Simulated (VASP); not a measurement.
# CdH (P6_3/mmc) in VASP: relaxation of cell and atoms with PBE

Aim: the relaxation of cell and atoms of CdH with PBE.

Everything below comes from runs of VASP 6.6.1. Logs are shortened: lines on timing, memory, paths and dates and some standing lists are left out, and cuts for length are marked.

## 1. The cell of the first run

The structure is hexagonal, space group P6_3/mmc (No. 194). Conventional cell: a = 3.239 Å, b = 3.239 Å, c = 13.014 Å, α = 90.00°, β = 90.00°, γ = 120.00°. Within 2.6 Å of Cd (site symmetry -3m) lie 2 H at 1.97 Å. Cd (site symmetry -6m2) has 6 H at 2.27 Å within 3.0 Å. Within 2.6 Å of H (site symmetry 3m) lie 4 Cd at 1.97 to 2.27 Å and 1 H at 2.56 Å.

## 2. Relaxation of cell and atoms, PBE

The input, INCAR:

```
ALGO = Normal
EDIFF = 1E-6
EDIFFG = -0.025
ENCUT = 600
GGA = PE
IBRION = 2
ISIF = 3
ISMEAR = 0
LASPH = True
LCHARG = False
LREAL = False
LWAVE = False
NELM = 100
NSW = 90
PREC = Accurate
SIGMA = 0.1
```

The input, KPOINTS:

```
k-points
0
Gamma
  12 12 4
```

The input, POSCAR:

```
CdH
1.0
    3.2393891861      0.0000000000      0.0000000000
   -1.6196945931      2.8053933279      0.0000000000
    0.0000000000      0.0000000000     13.0143466258
Cd H
4 4
Direct
    1.0000000000      1.0000000000      0.0000000000
    0.3333333333      0.6666666667      0.2500000000
    1.0000000000      1.0000000000      0.5000000000
    0.6666666667      0.3333333333      0.7500000000
    0.0000000000      0.0000000000      0.6517537987
    0.0000000000      0.0000000000      0.3482462013
    0.0000000000      0.0000000000      0.1517537987
    0.0000000000      0.0000000000      0.8482462013
```

Potentials or basis: VASP PAW PBE potentials, release 64 (Cd, H).

Started as:

```bash
$ cat potpaw_PBE.64/Cd/POTCAR potpaw_PBE.64/H/POTCAR > POTCAR
$ mpirun -np 1 vasp_std > vasp.out
```

OUTCAR:

```text
EDIFF = 1E-6
   EDIFFG = -0.025
   ENCUT = 600
   GGA = PE
   IBRION = 2
   ISIF = 3
   ISMEAR = 0
   LASPH = True
   LREAL = False
   NELM = 100
   NSW = 90
   PREC = Accurate

 ion  position               nearest neighbor table
   1  0.000  0.000  0.000-   7 1.97   8 1.97   2 3.75   4 3.75   4 3.75   2 3.75   4 3.75   2 3.75

   2  0.333  0.667  0.250-   6 2.27   7 2.27   6 2.27   7 2.27   6 2.27   7 2.27   1 3.75   3 3.75
                             1 3.75   3 3.75   1 3.75   3 3.75
   3  0.000  0.000  0.500-   5 1.97   6 1.97   2 3.75   4 3.75   4 3.75   2 3.75   4 3.75   2 3.75

   4  0.667  0.333  0.750-   5 2.27   8 2.27   5 2.27   8 2.27   5 2.27   8 2.27   1 3.75   3 3.75
                             1 3.75   3 3.75   1 3.75   3 3.75
   5  0.000  0.000  0.652-   3 1.97   4 2.27   4 2.27   4 2.27
   6  0.000  0.000  0.348-   3 1.97   2 2.27   2 2.27   2 2.27
   7  0.000  0.000  0.152-   1 1.97   2 2.27   2 2.27   2 2.27
   8  0.000  0.000  0.848-   1 1.97   4 2.27   4 2.27   4 2.27

  LATTYP: Found a hexagonal cell.
 ALAT       =     3.2393891861
 C/A-ratio  =     4.0175310462

  Lattice vectors:

 A1 = (   3.2393891861,   0.0000000000,   0.0000000000)
 A2 = (  -1.6196945931,   2.8053933279,   0.0000000000)
 A3 = (   0.0000000000,   0.0000000000,  13.0143466258)

Analysis of symmetry for initial positions (statically):
=====================================================================
 Subroutine PRICEL returns:
 Original cell was already a primitive cell.

 Routine SETGRP: Setting up the symmetry group for a
 hexagonal supercell.

 Subroutine GETGRP returns: Found 24 space group operations
 (whereof 12 operations were pure point group operations)
 out of a pool of 24 trial point group operations.

The static configuration has the point symmetry D_3d.
 The point group associated with its full space group is D_6h.

Analysis of symmetry for dynamics (positions and initial velocities):
=====================================================================
 Subroutine PRICEL returns:
 Original cell was already a primitive cell.

 Routine SETGRP: Setting up the symmetry group for a
 hexagonal supercell.

 Subroutine GETGRP returns: Found 24 space group operations
 (whereof 12 operations were pure point group operations)
 out of a pool of 24 trial point group operations.

The dynamic configuration has the point symmetry D_3d.
 The point group associated with its full space group is D_6h.

 Subroutine INISYM returns: Found 24 space group operations
 (whereof 12 operations are pure point group operations),
 and found     1 'primitive' translations

----------------------------------------------------------------------------------------

                                     Primitive cell

  volume of cell :     118.2713

  direct lattice vectors                    reciprocal lattice vectors
     3.239389186  0.000000000  0.000000000     0.308700172  0.178228128  0.000000000
    -1.619694593  2.805393328  0.000000000     0.000000000  0.356456255  0.000000000
     0.000000000  0.000000000 13.014346626     0.000000000  0.000000000  0.076838279

  length of vectors
     3.239389186  3.239389186 13.014346626     0.356456255  0.356456255  0.076838279

  position of ions in fractional coordinates (direct lattice)
     0.000000000  0.000000000  0.000000000
     0.333333333  0.666666667  0.250000000
     0.000000000  0.000000000  0.500000000
     0.666666667  0.333333333  0.750000000
     0.000000000  0.000000000  0.651753799
     0.000000000  0.000000000  0.348246201
     0.000000000  0.000000000  0.151753799
     0.000000000  0.000000000  0.848246201

  ion indices of the primitive-cell ions
   primitive index   ion index
                 1           1
                 2           2
                 3           3
                 4           4
                 5           5
                 6           6
                 7           7
                 8           8

----------------------------------------------------------------------------------------

 KPOINTS: k-points

Automatic generation of k-mesh.
 Grid dimensions read from file:
 generate k-points for:   12   12    4

 Generating k-lattice:

  Cartesian coordinates                     Fractional coordinates (reciprocal lattice)
     0.025725014  0.014852344  0.000000000     0.083333333 -0.000000000  0.000000000
     0.000000000  0.029704688  0.000000000     0.000000000  0.083333333  0.000000000
     0.000000000  0.000000000  0.019209570     0.000000000  0.000000000  0.250000000

  Length of vectors
     0.029704688  0.029704688  0.019209570

  Shift w.r.t. Gamma in fractional coordinates (k-lattice)
     0.000000000  0.000000000  0.000000000

 Subroutine IBZKPT returns following result:
 ===========================================

 Found     57 irreducible k-points:

 Following reciprocal coordinates:
            Coordinates               Weight
  0.000000  0.000000  0.000000      1.000000
  0.083333 -0.000000  0.000000      6.000000
  0.166667 -0.000000  0.000000      6.000000
  0.250000 -0.000000  0.000000      6.000000
  0.333333 -0.000000  0.000000      6.000000
  0.416667 -0.000000  0.000000      6.000000
[... 16 lines left out ...]
  0.250000 -0.000000  0.250000     12.000000
  0.333333 -0.000000  0.250000     12.000000
 [... further k-points ...]
   k-points           NKPTS =     57   k-points in BZ     NKDIM =     57   number of bands    NBANDS=     31
   number of dos      NEDOS =    301   number of ions     NIONS =      8
   total plane-waves  NPLWV =  84672
   dimension x,y,z NGX =    28 NGY =   28 NGZ =  108
   dimension x,y,z NGXF=    56 NGYF=   56 NGZF=  216
   ions per type =               4   4
   NGX,Y,Z   is equivalent  to a cutoff of  14.37, 14.37, 13.80 a.u.
   NGXF,Y,Z  is equivalent  to a cutoff of  28.74, 28.74, 27.59 a.u.
 SYSTEM =  unknown system
   PREC   = accura    normal or accurate (medium, high low for compatibility)
   ISTART =      0    job   : 0-new  1-cont  2-samecut
   ICHARG =      2    charge: 1-file 2-atom 10-const
   ISPIN  =      1    spin polarized calculation?
   LNONCOLLINEAR =      F non collinear calculations
   LSORBIT =      F    spin-orbit coupling
   LASPH  =      T    aspherical Exc in radial PAW
   ENCUT  =  600.0 eV  44.10 Ry    6.64 a.u.   6.47  6.47 25.99*2*pi/ulx,y,z
   NELM   =    100;   NELMIN=  2; NELMDL= -5     # of ELM steps
   EDIFF  = 0.1E-05   stopping-criterion for ELM
   LREAL  =      F    real-space projection
   EDIFFG = -.3E-01   stopping-criterion for IOM
   NSW    =     90    number of steps for IOM
   IBRION =      2    ionic relax: 0-MD 1-quasi-New 2-CG
   NFREE  =      1    steps in history (QN), initial steepest desc. (CG)
   ISIF   =      3    stress and relaxation
   ISYM   =      2    0-nonsym 1-usesym 2-fastsym
   POTIM  = 0.5000    time-step for ionic-motion
   TEBEG  =    0.0;   TEEND  =   0.0 temperature during run
   PSTRESS=    0.0 pullay stress
   NELECT =      52.0000    total number of electrons
   NUPDOWN=      -1.0000    fix difference up-down
   EMIN   =  10.00;   EMAX   =-10.00  energy-range for DOS
   EFERMI =   0.00;   METHOD = LEGACY
   ISMEAR =     0;   SIGMA  =   0.10  broadening in eV -4-tet -1-fermi 0-gaus
   EFERMI_NEDOS =   21; number of points for ismear=-14 and -15
   IALGO  =     38    algorithm
   IMIX   =      4    mixing-type and parameters
     AMIX     =   0.40;   BMIX     =  1.00
     AMIX_MAG =   1.60;   BMIX_MAG =  1.00
  volume/ion in A,a.u.               =      14.78        99.77
  Fermi-wavevector in a.u.,A,eV,Ry     =   1.244848  2.352421 21.084208  1.549646
  Thomas-Fermi vector in A             =   2.379096
   LORBIT       =      0    0 simple, 1 ext, 2 COOP (PROOUT), +10 PAW based schemes
   GGA     = PE    functional components
   LHFCALC =     F    Hartree Fock is set to
   AEXX    =    0.0000 exact exchange contribution
   IVDW    =     0    specifies the selected vdW correction
   LEPSILON=     F    determine dielectric tensor
   LRPA    =     F    only Hartree local field effects (RPA)
 conjugate gradient relaxation of ions
 non-spin polarized calculation
 Gauss-broadening in eV      SIGMA  =   0.10
  energy-cutoff  :      600.00
  volume of cell :      118.27
 maximum number of plane-waves:      4000
 NGX is ok and might be reduce to    28
   NGX = 13   NGY = 13   NGZ = 51

--------------------------------------- Ionic step        1  -------------------------------------------

 number of electron      51.9999993 magnetization

 Free energy of the ion-electron system (eV)
  ---------------------------------------------------
  ext. energy  EPLUGINS =         0.00000000
  ---------------------------------------------------
  free energy    TOTEN  =       -12.87905513 eV

  energy without entropy =      -12.86562425  energy(sigma->0) =      -12.87233969

------------------------ aborting loop because EDIFF is reached ----------------------------------------

  FORCE on cell =-STRESS in cart. coord.  units (eV):
  Direction    XX          YY          ZZ          XY          YZ          ZX
  --------------------------------------------------------------------------------------
  -------------------------------------------------------------------------------------
  Total       -0.9585075     -0.9585075      1.8095635      0.0000000      0.0000000      0.0000000
  in kB      -12.9845482    -12.9845482     24.5134900      0.0000000      0.0000000      0.0000000
  external PRESSURE =      -0.4852021 kB  Pullay stress =       0.0000000 kB
[... 107 lines left out ...]
  FREE ENERGIE OF THE ION-ELECTRON SYSTEM (eV)
  ---------------------------------------------------
  free  energy   TOTEN  =       -12.9573382752 eV

  energy  without entropy=      -12.9387135951  energy(sigma->0) =      -12.94802594

[... ionic steps 4 to 9 ...]

--------------------------------------- Ionic step       10  -------------------------------------------

 number of electron      51.9999987 magnetization

------------------------ aborting loop because EDIFF is reached ----------------------------------------

  FORCE on cell =-STRESS in cart. coord.  units (eV):
  Direction    XX          YY          ZZ          XY          YZ          ZX
  --------------------------------------------------------------------------------------
  -------------------------------------------------------------------------------------
  Total        0.0286310      0.0286310      0.3627489     -0.0000000      0.0000000      0.0000000
  in kB        0.3974765      0.3974765      5.0359468     -0.0000000      0.0000000      0.0000000
  external PRESSURE =       1.9436333 kB  Pullay stress =       0.0000000 kB
[... 69 lines left out ...]
  energy  without entropy=      -12.9685989655  energy(sigma->0) =      -12.97644678

--------------------------------------- Ionic step       12  -------------------------------------------

 number of electron      51.9999988 magnetization

 Free energy of the ion-electron system (eV)
  ---------------------------------------------------
  ext. energy  EPLUGINS =         0.00000000
  ---------------------------------------------------
  free energy    TOTEN  =       -12.98435802 eV

  energy without entropy =      -12.96885838  energy(sigma->0) =      -12.97660820

 E-fermi :   1.6771     XC(G=0): -10.0811

 val. band max:        1.6723046623   @ k =   0.4167   0.0833   0.0000
 cond. band min:       1.6824428502   @ k =   0.4167   0.1667   0.0000
 fundamental gap:      0.0101381879
 Fermi energy:         1.6771360072

 k-point     1 :       0.0000    0.0000    0.0000
  band No.  band energies     occupation
      1      -8.1594      2.00000
      2      -8.0717      2.00000
      3      -7.5632      2.00000
      4      -7.5632      2.00000
      5      -7.5627      2.00000
      6      -7.5627      2.00000
[... 805 lines left out ...]
     30       5.6934      0.00000
     31       6.3227      0.00000

 [... further k-points ...]

------------------------ aborting loop because EDIFF is reached ----------------------------------------

  FORCE on cell =-STRESS in cart. coord.  units (eV):
  Direction    XX          YY          ZZ          XY          YZ          ZX
  --------------------------------------------------------------------------------------
  -------------------------------------------------------------------------------------
  Total       -0.1390625     -0.1390625      0.0705306      0.0000000      0.0000000      0.0000000
  in kB       -1.9181509     -1.9181509      0.9728608      0.0000000      0.0000000      0.0000000
  external PRESSURE =      -0.9544803 kB  Pullay stress =       0.0000000 kB
[... 23 lines left out ...]
  FREE ENERGIE OF THE ION-ELECTRON SYSTEM (eV)
  ---------------------------------------------------
  free  energy   TOTEN  =       -12.9843580153 eV

  energy  without entropy=      -12.9688583795  energy(sigma->0) =      -12.97660820

 reached required accuracy - stopping structural energy minimisation
```

Run time: 17 min. Hardware: 1 thread of AMD EPYC 9R45 (Zen 5), shared host; peak memory 0.39 GiB.

Results:

| Property | Result |
| --- | --- |
| Free energy | -12.9844 eV |
| Relaxed volume | 14.52 Å³/atom |
| Relaxed cell | a = 3.110 Å, b = 3.110 Å, c = 13.868 Å, α = 90.00°, β = 90.00°, γ = 120.00° |
| Space group after relaxing (to 0.1 Å) | P6_3/mmc (No. 194) |
| Energy gained by relaxing | 13.2 meV/atom |
| Ionic steps | 12 |
| Pressure after relaxing | -0.1 GPa |
| Band gap on the k mesh | zero (bands 26 and 27 overlap by 1.21 eV) |

Step by step:
| step | energy change (eV) | largest force (eV/Å) | pressure (GPa) | volume (Å³) |
| --- | --- | --- | --- | --- |
| 1 | 0.0000 | 0.0069 | -0.05 | 118.27 |
| 2 | -0.0296 | 0.0061 | -0.26 | 118.18 |
| 3 | -0.0783 | 0.0445 | -0.67 | 117.79 |
| 4 | -0.0487 | 0.1559 | -0.34 | 116.45 |
| 5 | -0.0915 | 0.0850 | -0.73 | 117.45 |
| 6 | -0.0919 | 0.0921 | -0.73 | 117.38 |
| 7 | -0.0982 | 0.0780 | 0.21 | 115.03 |
| 8 | -0.0983 | 0.0798 | 0.13 | 115.26 |
| 9 | -0.1011 | 0.0626 | 0.13 | 115.30 |
| 10 | -0.1044 | 0.0036 | 0.19 | 115.41 |
| 11 | -0.1052 | 0.0024 | -0.20 | 116.38 |
| 12 | -0.1053 | 0.0013 | -0.10 | 116.15 |

Final structure:
```xyz
8
Lattice="3.1099 0.0000 0.0000 -1.5549 2.6932 0.0000 0.0000 0.0000 13.8681" Properties=species:S:1:pos:R:3 pbc="T T T"
Cd    0.0000    0.0000    0.0000
Cd    0.0000    1.7955    3.4670
Cd    0.0000    0.0000    6.9341
Cd    1.5549    0.8977   10.4011
H     0.0000    0.0000    9.0867
H     0.0000    0.0000    4.7815
H     0.0000    0.0000    2.1526
H     0.0000    0.0000   11.7155
```

Levels at points of the mesh, in eV from the Fermi level:
```csv
k point,band 22,band 23,band 24,band 25,band 26,band 27,band 28,band 29,band 30,band 31
"(0.00, 0.00, 0.00)",-8.17,-7.41,-5.77,-4.81,-2.05,0.30,4.13,4.67,6.81,10.35
"(0.50, 0.00, 0.00)",-4.62,-2.53,-2.29,-1.57,-0.87,-0.64,0.71,0.82,2.60,3.66
"(0.00, 0.00, 0.50)",-8.17,-6.78,-6.78,-3.42,-3.42,1.94,1.94,6.26,6.26,10.44
"(0.50, 0.00, 0.50)",-4.70,-2.42,-2.42,-1.37,-1.37,0.13,0.13,1.51,1.51,4.33
```
